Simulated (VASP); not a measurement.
A run of VASP 6.6.1 is set up as follows.

The input INCAR:

```
SYSTEM = ZrH
ALGO = Normal ; EDIFF = 1E-7
ENCUT = 520 ; GGA = PS
ISIF = 2 ; ISMEAR = 0
LASPH = .True. ; LCHARG = .False.
LREAL = .False. ; LWAVE = .False.
NBANDS = 21 ; NELM = 80
PREC = Accurate ; SIGMA = 0.1
```

Contents of KPOINTS:

```
k-points
0
Gamma
  14 14 8
  0 0 0
```

POSCAR

```
ZrH
1.0
    3.0312417867      0.0000000000      0.0000000000
    0.0000000000      3.0312417867      0.0000000000
    0.0000000000      0.0000000000      4.8645515449
Zr H
2 2
Direct
    0.0000000000      0.5000000000      0.0000000000
    0.5000000000      0.0000000000      0.5000000000
    0.0000000000      0.0000000000      0.7500000000
    0.0000000000      0.0000000000      0.2500000000
```

Potentials or basis: VASP PAW PBE potentials, release 64 (Zr_sv, H).

Command:

```sh
$ cat potpaw_PBE.64/Zr_sv/POTCAR potpaw_PBE.64/H/POTCAR > POTCAR
$ mpirun -np 1 vasp_std > vasp.out
```

Question: Predict the pressure.

Answer: 19.6 GPa.

Question: Estimate the band gap on the k mesh.

Answer: Zero (bands 13 and 14 overlap by 1.00 eV).

Caveat: the cell stands under pressure; the PAW data sets were made with another functional, which shifts forces and pressure a little.
